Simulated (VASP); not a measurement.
# Al16CN16 (a cell with a defect) in VASP: notebook

Aim: see how the results for Al16CN16 (a cell with a defect) move with the level of theory and the settings. Levels: PBE, HSE06, r2SCAN. Tasks: single point.

Everything below comes from runs of VASP 6.6.1. Logs are shortened: lines on timing, memory, paths and dates and some standing lists are left out, and cuts for length are marked.

## (1) The cell of the first run

The cell holds a defect, 33 atoms: a = 6.260 Å, b = 6.260 Å, c = 10.035 Å, α = 90.00°, β = 90.00°, γ = 120.00°.

## (2) Single point, PBE

Input file INCAR:

```
  PREC = Accurate
  ENCUT = 520
  EDIFF = 1E-6
  ISMEAR = 0
  SIGMA = 0.01
  LREAL = Auto
  LASPH = T
  NELM = 120
  ALGO = Normal
  ISIF = 2
  LWAVE = F
  LCHARG = F
  GGA = PE
  NBANDS = 88
  GGA_COMPAT = F
  ISYM = -1
```

Input file KPOINTS:

```
explicit points
1
Reciprocal
  0.25000000   0.25000000   0.25000000 1
```

Input file POSCAR:

```
Al16CN16
1.0
    6.2595139092      0.0000000618      0.0000000000
   -3.1297570081      5.4208980298      0.0000000000
    0.0000000000      0.0000000000     10.0348065900
Al N C
16 16 1
Direct
    0.3543772593      0.1693846136      0.2507944145
    0.1748240129      0.3283988831      0.5136747702
    0.3449437703      0.1613660375      0.7522765718
    0.1896394428      0.3388015367      0.9933022794
    0.3518884727      0.6696803876      0.2489844444
    0.1698320949      0.8302373260      0.4976186351
    0.3436058096      0.6698498836      0.7526502643
    0.1813674519      0.8351895158      1.0024875914
    0.8649003679      0.1712839742      0.2236770256
    0.6410905260      0.3277381975      0.5066225849
    0.8457651096      0.1658810534      0.7513046869
    0.6815312296      0.3364847020      0.9979413414
    0.8464987700      0.6662186175      0.2477886002
    0.6440081832      0.7980697308      0.5078507603
    0.8481092845      0.6668388369      0.7501541583
    0.6805588681      0.8316919253      0.9966982755
    0.3166250814      0.1650643246      0.4408369619
    0.2042746671      0.3435092785      0.1772179305
    0.3485382392      0.1656098790      0.9379956890
    0.1838282381      0.3342509035      0.6994652825
    0.3141681534      0.6403013787      0.4404873724
    0.1827252865      0.8333089694      0.1915513505
    0.3476696921      0.6741200814      0.9382409607
    0.1784931323      0.8311855521      0.6874902587
    0.6406753761      0.0665385502      0.4185259286
    0.6887628522      0.3373412639      0.1846177824
    0.8479584735      0.1693897125      0.9397355117
    0.6799454788      0.3307502400      0.6908023220
    0.8269468922      0.6573749244      0.4405684722
    0.6835981455      0.8287682796      0.1829603370
    0.8491290311      0.6698197779      0.9371197414
    0.6776226758      0.8302099515      0.6919083058
   -0.1165518225      0.1669648695      0.4145561856
```

Potentials or basis: VASP PAW PBE potentials, release 64 (Al, N, C).

Launch:

```console
> cat potpaw_PBE.64/Al/POTCAR potpaw_PBE.64/N/POTCAR potpaw_PBE.64/C/POTCAR > POTCAR
> mpirun -np 1 vasp_std > vasp.out
```

OUTCAR:

```text
PREC = Accurate
   ENCUT = 520
   EDIFF = 1E-6
   ISMEAR = 0
   LREAL = Auto
   LASPH = T
   NELM = 120
   ISIF = 2
   GGA = PE
   ISYM = -1

 ion  position               nearest neighbor table
   1  0.354  0.169  0.251-  18 1.91  22 1.92  17 1.92  26 1.93  10 3.00   8 3.08   9 3.08   6 3.09
                            13 3.10  12 3.10   5 3.12   5 3.14   4 3.16  13 3.16   9 3.20   2 3.21
   2  0.175  0.328  0.514-  17 1.81  21 1.85  20 1.87  33 1.87  10 2.92  14 2.94  11 2.98   3 3.01
                             7 3.03   6 3.11   6 3.16   1 3.21   5 3.24  14 3.32  10 3.34   9 3.36
   3  0.345  0.161  0.752-  19 1.86  20 1.89  24 1.90  28 1.92  10 2.94   2 3.01   4 3.02  12 3.07
                             8 3.07   7 3.07  15 3.10  11 3.12   6 3.12  11 3.14  15 3.16   7 3.19
   4  0.190  0.339  0.993-  18 1.85  19 1.88  23 1.90  27 1.93   9 2.91   7 3.01   3 3.02  11 3.06
                            16 3.08  12 3.09   8 3.13   5 3.13   8 3.13   1 3.16  12 3.17  16 3.18
   5  0.352  0.670  0.249-  22 1.89  18 1.91  30 1.92  21 1.93  14 3.04   8 3.07   9 3.10  16 3.10
                            13 3.11   6 3.11   1 3.12   4 3.13   1 3.14  13 3.15   9 3.19   2 3.24
   6  0.170  0.830  0.498-  21 1.91  24 1.91  17 1.91  29 1.94  10 3.04  13 3.06  14 3.08  15 3.08
                             1 3.09   2 3.11   5 3.11   3 3.12   7 3.14   2 3.16  14 3.20  10 3.23
   7  0.344  0.670  0.753-  23 1.86  24 1.89  20 1.90  32 1.91  14 2.95   4 3.01   2 3.03  16 3.06
                             8 3.07   3 3.07  15 3.09  11 3.12  11 3.14   6 3.14  15 3.17   3 3.19
   8  0.181  0.835  0.002-  23 1.89  22 1.90  19 1.90  31 1.92  13 3.06   3 3.07   5 3.07   7 3.07
                             1 3.08  15 3.11  16 3.12  12 3.13   4 3.13  12 3.13   4 3.13  16 3.14
   9  0.865  0.171  0.224-  26 1.90  18 1.90  30 1.90  33 1.92  25 2.30   4 2.91  16 2.93  12 2.95
                             1 3.08   5 3.10  13 3.11  13 3.17   5 3.19   1 3.20   2 3.36
  10  0.641  0.328  0.507-  25 1.86  28 1.86  17 1.88  29 1.91  33 2.39   2 2.92  14 2.93   3 2.94
                             1 3.00   6 3.04  15 3.07  11 3.16  13 3.19   6 3.23  14 3.32   2 3.34
  11  0.846  0.166  0.751-  27 1.89  28 1.89  20 1.91  32 1.91   2 2.98  16 3.06   4 3.06  12 3.07
                             3 3.12   7 3.12  15 3.13  15 3.13   7 3.14   3 3.14  14 3.16  10 3.16
  12  0.682  0.336  0.998-  26 1.87  27 1.90  19 1.90  31 1.91   9 2.95  15 3.06   3 3.07  11 3.07
                            13 3.08   4 3.09   1 3.10  16 3.10   8 3.13   8 3.13  16 3.16   4 3.17
  13  0.846  0.666  0.248-  30 1.88  26 1.89  22 1.91  29 1.94   8 3.06   6 3.06  12 3.08  16 3.09
                             1 3.10   5 3.11   9 3.11   5 3.15   1 3.16   9 3.17  14 3.18  10 3.19
  14  0.644  0.798  0.508-  32 1.86  29 1.88  21 1.91  25 1.91  33 2.23  10 2.93   2 2.94   7 2.95
                             5 3.04  15 3.04   6 3.08  11 3.16  13 3.18   6 3.20   2 3.32  10 3.32
  15  0.848  0.667  0.750-  31 1.88  24 1.90  32 1.90  28 1.92  14 3.04  16 3.06  12 3.06  10 3.07
                             6 3.08   7 3.09   3 3.10   8 3.11  11 3.13  11 3.13   3 3.16   7 3.17
  16  0.681  0.832  0.997-  30 1.87  31 1.89  23 1.90  27 1.92   9 2.93   7 3.06  11 3.06  15 3.06
                             4 3.08  13 3.09   5 3.10  12 3.10   8 3.12   8 3.14  12 3.16   4 3.18
  17  0.317  0.165  0.441-   2 1.81  10 1.88   6 1.91   1 1.92
  18  0.204  0.344  0.177-   4 1.85   9 1.90   1 1.91   5 1.91
  19  0.349  0.166  0.938-   3 1.86   4 1.88  12 1.90   8 1.90
  20  0.184  0.334  0.699-   2 1.87   3 1.89   7 1.90  11 1.91
  21  0.314  0.640  0.440-   2 1.85   6 1.91  14 1.91   5 1.93
  22  0.183  0.833  0.192-   5 1.89   8 1.90  13 1.91   1 1.92
[... 8 lines left out ...]
  31  0.849  0.670  0.937-  15 1.88  16 1.89  12 1.91   8 1.92
  32  0.678  0.830  0.692-  14 1.86  15 1.90   7 1.91  11 1.91
  33  0.883  0.167  0.415-  25 1.32   2 1.87   9 1.92  14 2.23  10 2.39

IMPORTANT INFORMATION: All symmetrisations will be switched off!
[... 42 lines left out ...]
   PSTRESS=    0.0 pullay stress
   NELECT =     132.0000    total number of electrons
   NUPDOWN=      -1.0000    fix difference up-down
   EMIN   =  10.00;   EMAX   =-10.00  energy-range for DOS
   EFERMI =   0.00;   METHOD = LEGACY
   ISMEAR =     0;   SIGMA  =   0.01  broadening in eV -4-tet -1-fermi 0-gaus
   EFERMI_NEDOS =   21; number of points for ismear=-14 and -15
   IALGO  =     38    algorithm
   IMIX   =      4    mixing-type and parameters
     AMIX     =   0.40;   BMIX     =  1.00
     AMIX_MAG =   1.60;   BMIX_MAG =  1.00
  volume/ion in A,a.u.               =      10.32        69.63
  Fermi-wavevector in a.u.,A,eV,Ry     =   1.193693  2.255752 19.386971  1.424902
  Thomas-Fermi vector in A             =   2.329701
   LORBIT       =      0    0 simple, 1 ext, 2 COOP (PROOUT), +10 PAW based schemes
   GGA     = PE    functional components
   LHFCALC =     F    Hartree Fock is set to
   AEXX    =    0.0000 exact exchange contribution
   IVDW    =     0    specifies the selected vdW correction
   LEPSILON=     F    determine dielectric tensor
   LRPA    =     F    only Hartree local field effects (RPA)
 non-spin polarized calculation
 Gauss-broadening in eV      SIGMA  =   0.01
  energy-cutoff  :      520.00
  volume of cell :      340.50
 maximum number of plane-waves:      9148
 NGX is ok and might be reduce to    48
   NGX = 23   NGY = 23   NGZ = 37

 number of electron     132.0000001 magnetization

 Free energy of the ion-electron system (eV)
  ---------------------------------------------------
  ext. energy  EPLUGINS =         0.00000000
  ---------------------------------------------------
  free energy    TOTEN  =      -243.05895384 eV

  energy without entropy =     -243.05895384  energy(sigma->0) =     -243.05895384

 E-fermi :   8.3953     XC(G=0): -10.9666

 val. band max:        8.2821356257   @ k =   0.2500   0.2500   0.2500
 cond. band min:       9.3790090536   @ k =   0.2500   0.2500   0.2500
 fundamental gap:      1.0968734279
 Fermi energy:         8.3953371010

 k-point     1 :       0.2500    0.2500    0.2500
  band No.  band energies     occupation
      1     -10.8553      2.00000
      2      -8.4413      2.00000
      3      -7.9864      2.00000
      4      -7.8943      2.00000
      5      -7.7514      2.00000
      6      -7.4594      2.00000
[... 70 lines left out ...]
     77      13.0726      0.00000
     78      13.3320      0.00000
 [bands above 78 left out]

------------------------ aborting loop because EDIFF is reached ----------------------------------------

  FORCE on cell =-STRESS in cart. coord.  units (eV):
  Direction    XX          YY          ZZ          XY          YZ          ZX
  --------------------------------------------------------------------------------------
  -------------------------------------------------------------------------------------
  Total       15.2287694      1.1092199     21.2530036     -7.3735288     -0.8719052     -2.1771444
  in kB       71.6563260      5.2192414    100.0023124    -34.6948576     -4.1025981    -10.2441744
  external PRESSURE =      58.9592933 kB  Pullay stress =       0.0000000 kB

 VOLUME and BASIS-vectors are now :
 -----------------------------------------------------------------------------
  energy-cutoff  :      520.00
  volume of cell :      340.50
      direct lattice vectors                 reciprocal lattice vectors
     6.259513909  0.000000062  0.000000000     0.159756813  0.092235641  0.000000000
    -3.129757008  5.420898030  0.000000000    -0.000000002  0.184471279  0.000000000
     0.000000000  0.000000000 10.034806590     0.000000000  0.000000000  0.099653141

 POSITION                                       TOTAL-FORCE (eV/Angst)
 -----------------------------------------------------------------------------------
      1.68810      0.91822      2.51667         0.013183      0.013123      0.012255
      0.06650      1.78022      5.15463        -0.007706     -0.008007     -0.019063
      1.65414      0.87475      7.54895        -0.000201      0.000931      0.008926
      0.12668      1.83661      9.96760         0.006197      0.005553      0.007249
      0.10671      3.63027      2.49851         0.023402      0.001999      0.002373
     -1.53537      4.50063      4.99351         0.001337      0.006050     -0.009764
[... 25 lines left out ...]
      1.64323      4.50048      6.94317         0.000338     -0.002921     -0.005945
      5.00740      0.90510      4.15999         0.146643      0.039873      0.004452
 -----------------------------------------------------------------------------------
    total drift:                               -0.016408      0.001484     -0.000033

  FREE ENERGIE OF THE ION-ELECTRON SYSTEM (eV)
  ---------------------------------------------------
  free  energy   TOTEN  =      -243.0589538440 eV

  energy  without entropy=     -243.0589538440  energy(sigma->0) =     -243.05895384
```

Run time: 2.5 min. Hardware: 1 thread of Intel Xeon 8259CL, shared host; peak memory 0.42 GiB.

What came out:

```yaml
Free_energy: -243.0590 eV
Pressure: 5.9 GPa
Largest_force: 0.152 eV/Å
Band_gap_on_the_k_mesh: 1.10 eV
```

Forces in eV/Å, atoms in the order of the input:
```
Al   0.013  0.013  0.012
Al  -0.008 -0.008 -0.019
Al   0.000  0.001  0.009
Al   0.006  0.006  0.007
Al   0.023  0.002  0.002
Al   0.001  0.006 -0.010
Al   0.004  0.002  0.009
Al  -0.001  0.003 -0.001
Al   0.006 -0.001 -0.023
Al  -0.019 -0.010 -0.003
Al  -0.004 -0.003  0.009
Al  -0.008  0.002  0.005
Al  -0.026 -0.004  0.001
Al  -0.006  0.005 -0.009
Al  -0.004 -0.002  0.009
Al  -0.003 -0.004  0.007
N   -0.009  0.005  0.017
N    0.004  0.002 -0.002
N    0.003 -0.001 -0.005
N    0.012 -0.004 -0.020
N    0.015 -0.008  0.015
N   -0.002  0.000 -0.022
N    0.002 -0.001 -0.006
N   -0.003  0.001 -0.002
N   -0.126 -0.034  0.028
N   -0.009  0.000  0.004
N   -0.001  0.001 -0.010
N   -0.007  0.003 -0.004
N   -0.006 -0.005  0.000
N    0.001 -0.003  0.007
N    0.002 -0.001 -0.006
N    0.000 -0.003 -0.006
C    0.147  0.040  0.004
```

Stress tensor (GPa, compression positive):
```
 7.17 -3.47 -1.02
-3.47  0.52 -0.41
-1.02 -0.41 10.00
```

## (3) Single point, PBE

Input file INCAR:

```
SYSTEM = Al16CN16
  PREC = Accurate
  ENCUT = 520
  EDIFF = 1E-6
  ISMEAR = 0
  SIGMA = 0.01
  LREAL = Auto
  LASPH = .TRUE.
  NELM = 120
  ALGO = Normal
  ISIF = 2
  LWAVE = .FALSE.
  LCHARG = .TRUE.
  GGA = PE
  LELF = .TRUE.
  LVHAR = .TRUE.
  NBANDS = 88
  GGA_COMPAT = .FALSE.
  ISYM = -1
```

KPOINTS is that of step 2.

Changes to POSCAR since step 2:

```diff
@@ -2,5 +2,5 @@
 1.0
-    6.2595139092      0.0000000618      0.0000000000
-   -3.1297570081      5.4208980298      0.0000000000
-    0.0000000000      0.0000000000     10.0348065900
+    6.2595139128      0.0000000578      0.0000000000
+   -3.1297570064      5.4208980350      0.0000000000
+    0.0000000000      0.0000000000     10.0348065929
 Al N C
```

Potentials or basis: VASP PAW PBE potentials, release 64 (Al, N, C).

Launch:

```console
> cat potpaw_PBE.64/Al/POTCAR potpaw_PBE.64/N/POTCAR potpaw_PBE.64/C/POTCAR > POTCAR
> mpirun -np 1 vasp_std > vasp.out
```

Run time: 3 min. Hardware: 1 thread of Intel Xeon 8259CL, shared host; peak memory 0.42 GiB.

Results (log left out):

- Free energy: -243.0590 eV
- Pressure: 5.9 GPa
- Largest force: 0.152 eV/Å
- Band gap on the k mesh: 1.10 eV

Forces on the atoms (eV/Å):
```
Al   0.013  0.013  0.012
Al  -0.008 -0.008 -0.019
Al   0.000  0.001  0.009
Al   0.006  0.006  0.007
Al   0.023  0.002  0.002
Al   0.001  0.006 -0.010
Al   0.004  0.002  0.009
Al  -0.001  0.003 -0.001
Al   0.006 -0.001 -0.023
Al  -0.019 -0.010 -0.003
Al  -0.004 -0.003  0.009
Al  -0.008  0.002  0.005
Al  -0.026 -0.004  0.001
Al  -0.006  0.005 -0.009
Al  -0.004 -0.002  0.009
Al  -0.003 -0.004  0.007
N   -0.009  0.005  0.017
N    0.004  0.002 -0.002
N    0.003 -0.001 -0.005
N    0.012 -0.004 -0.020
N    0.015 -0.008  0.015
N   -0.002  0.000 -0.022
N    0.002 -0.001 -0.006
N   -0.003  0.001 -0.002
N   -0.126 -0.034  0.028
N   -0.009  0.000  0.004
N   -0.001  0.001 -0.010
N   -0.007  0.003 -0.004
N   -0.006 -0.005  0.000
N    0.001 -0.003  0.007
N    0.002 -0.001 -0.006
N    0.000 -0.003 -0.006
C    0.147  0.040  0.004
```

Stress tensor (GPa, compression positive):
```
 7.17 -3.47 -1.02
-3.47  0.52 -0.41
-1.02 -0.41 10.00
```

Levels at points of the mesh, in eV from the valence-band top:
```tsv
k point	band 63	band 64	band 65	band 66	band 67	band 68	band 69	band 70
(0.25, 0.25, 0.25)	-2.76	-2.59	-2.19	0.00	1.10	3.03	3.53	3.82
```

## (4) Single point, HSE06

POSCAR is that of step 3.

Input file INCAR.step1:

```
PREC = Accurate
ENCUT = 520
EDIFF = 1E-5
ISMEAR = -1
SIGMA = 0.01
LREAL = Auto
LASPH = True
NELM = 120
ALGO = Normal
ISIF = 2
LWAVE = True
GGA = PE
NBANDS = 88
GGA_COMPAT = False
ISYM = -1
```

Input file INCAR.step2:

```
PREC = Accurate
ENCUT = 520
EDIFF = 1E-6
ISMEAR = -1
SIGMA = 0.01
LREAL = Auto
LASPH = True
NELM = 120
ALGO = Normal
ISIF = 2
LWAVE = False
LCHARG = True
GGA = PE
LHFCALC = True
HFSCREEN = 0.2079
PRECFOCK = Fast
LELF = True
LVHAR = True
ISTART = 1
NBANDS = 88
GGA_COMPAT = False
ISYM = -1
```

KPOINTS is that of step 3.

Launch:

```console
> cat potpaw_PBE.64/Al/POTCAR potpaw_PBE.64/N/POTCAR potpaw_PBE.64/C/POTCAR > POTCAR
> cp INCAR.step1 INCAR
> mpirun -np 1 vasp_std > vasp.out
> cp INCAR.step2 INCAR
> mpirun -np 1 vasp_std > vasp.out
```

Wall time 9.5 min (1 thread of Intel Xeon 8259CL, shared host); peak memory 0.61 GiB.

The run converged. Its results:

```
Free energy            : -286.7924 eV
Pressure               : 0.4 GPa
Largest force          : 0.535 eV/Å
Band gap on the k mesh : 2.56 eV
```

Forces on the atoms (eV/Å):
```
Al  -0.016  0.019  0.035
Al   0.114  0.052 -0.105
Al  -0.012  0.006  0.060
Al   0.022  0.006  0.073
Al   0.012 -0.018  0.040
Al   0.044 -0.006 -0.022
Al  -0.003  0.001  0.048
Al   0.013 -0.001  0.018
Al  -0.009 -0.012  0.029
Al  -0.056 -0.081 -0.056
Al  -0.014 -0.001  0.081
Al   0.004 -0.004  0.041
Al  -0.039 -0.011  0.008
Al  -0.081 -0.039 -0.048
Al  -0.009  0.005  0.047
Al   0.000 -0.011  0.050
N    0.008  0.046  0.100
N   -0.047 -0.039 -0.048
N   -0.009  0.019 -0.054
N   -0.005 -0.029 -0.114
N    0.025 -0.030  0.095
N    0.012  0.004 -0.066
N    0.009 -0.016 -0.055
N    0.004  0.003  0.012
N    0.425  0.286  0.152
N    0.009 -0.006 -0.053
N   -0.009  0.002 -0.054
N   -0.031  0.000 -0.049
N   -0.059 -0.006  0.034
N    0.029  0.023 -0.051
N   -0.014 -0.005 -0.034
N    0.005 -0.021 -0.056
C   -0.321 -0.138 -0.057
```

Stress tensor (GPa, compression positive):
```
 1.41 -3.59 -1.11
-3.59 -5.20 -0.48
-1.11 -0.48  4.90
```

Levels at points of the mesh, in eV from the valence-band top:
| k point | band 64 | band 65 | band 66 | band 67 | band 68 | band 69 |
| --- | --- | --- | --- | --- | --- | --- |
| (0.25, 0.25, 0.25) | -2.75 | -2.40 | 0.00 | 2.56 | 4.34 | 4.88 |

Caveat: the PAW data sets were made with another functional, which shifts forces and pressure a little.

## (5) Single point, r2SCAN

POSCAR is that of step 4.

Input file INCAR.step1:

```
PREC = Accurate ; ENCUT = 580
ISMEAR = -1 ; SIGMA = 0.01
LREAL = Auto ; LASPH = True
NELM = 120 ; NBANDS = 88
GGA = PE ; ALGO = Normal
EDIFF = 1E-5 ; LWAVE = True
LCHARG = False ; GGA_COMPAT = False
ISYM = -1
```

Input file INCAR.step2:

```
PREC = Accurate ; ENCUT = 580
EDIFF = 1E-6 ; ISMEAR = -1
SIGMA = 0.01 ; LREAL = Auto
LASPH = True ; NELM = 120
ALGO = Normal ; ISIF = 2
LWAVE = False ; LCHARG = False
METAGGA = R2SCAN ; LMIXTAU = True
NBANDS = 88 ; ISTART = 1
GGA_COMPAT = False ; ISYM = -1
```

KPOINTS is that of step 4.

Launch:

```console
> cat potpaw_PBE.64/Al/POTCAR potpaw_PBE.64/N/POTCAR potpaw_PBE.64/C/POTCAR > POTCAR
> cp INCAR.step1 INCAR
> mpirun -np 1 vasp_std > vasp.out
> cp INCAR.step2 INCAR
> mpirun -np 1 vasp_std > vasp.out
```

Wall time 9.7 min (1 thread of Intel Xeon 8259CL, shared host); peak memory 0.52 GiB.

Results (log left out):

* Free energy: -312.8714 eV
* Pressure: 1.4 GPa
* Largest force: 0.254 eV/Å
* Band gap on the k mesh: 1.36 eV

Forces on the atoms (eV/Å):
```
Al  -0.021  0.023  0.015
Al   0.091  0.020 -0.151
Al  -0.015  0.011  0.043
Al   0.019  0.005  0.066
Al   0.014 -0.034 -0.004
Al   0.003 -0.010 -0.005
Al   0.005 -0.006  0.038
Al   0.014  0.001  0.001
Al  -0.045 -0.020  0.056
Al  -0.006 -0.126 -0.098
Al  -0.002  0.004  0.043
Al   0.003 -0.002  0.039
Al  -0.038 -0.022 -0.012
Al  -0.090  0.062 -0.090
Al  -0.004  0.006  0.027
Al   0.003 -0.007  0.047
N    0.012  0.059  0.098
N   -0.060 -0.036 -0.027
N   -0.005  0.016 -0.037
N   -0.002 -0.022 -0.096
N    0.037 -0.030  0.088
N    0.007  0.008 -0.042
N    0.014 -0.018 -0.039
N   -0.004  0.003  0.021
N    0.148  0.111  0.174
N    0.006  0.004 -0.040
N   -0.003 -0.002 -0.040
N   -0.044 -0.002 -0.036
N   -0.053 -0.017  0.033
N    0.028  0.027 -0.029
N   -0.010 -0.008 -0.024
N   -0.011 -0.030 -0.042
C    0.010  0.034  0.025
```

Stress tensor (GPa, compression positive):
```
 2.78 -3.46 -1.11
-3.46 -4.09 -0.48
-1.11 -0.48  5.45
```

Levels at points of the mesh, in eV from the valence-band top:
| k point | band 64 | band 65 | band 66 | band 67 | band 68 | band 69 |
| --- | --- | --- | --- | --- | --- | --- |
| (0.25, 0.25, 0.25) | -2.76 | -2.32 | 0.00 | 1.36 | 3.52 | 4.05 |

Caveat: the PAW data sets were made with another functional, which shifts forces and pressure a little.

## (6) The runs side by side

| level | cutoff (eV) | smearing | grid for exact exchange (PRECFOCK) | share of exact exchange | screening parameter | gap on the mesh (eV) | pressure (GPa) | largest force (eV/Å) |
| --- | --- | --- | --- | --- | --- | --- | --- | --- |
| PBE | 520 | gaussian 0.01 eV | - | - | - | 1.10 | 5.9 | 0.15 |
| HSE06 | 520 | fermi-dirac 0.01 eV | Fast | 0.25 | 0.2079 1/Å | 2.56 | 0.4 | 0.53 |
| r2SCAN | 580 | fermi-dirac 0.01 eV | - | - | - | 1.36 | 1.4 | 0.25 |

Alike in all rows: task single point; potentials or basis VASP PAW PBE potentials, release 64 (Al, N, C); no spin polarisation; cell as given; k mesh 1 × 1 × 1, shifted.

On the cell as given the gap runs from 1.10 eV (PBE) to 2.56 eV (HSE06). The pressure there spans 0.4 GPa (HSE06) to 5.9 GPa (PBE); a positive pressure means that this level wants a larger cell, a negative one a smaller.

Caveats: the PAW data sets were made with another functional, which shifts forces and pressure a little (at least some runs).

Total energies depend on the potentials used, so only differences within one code and one set of settings carry meaning.
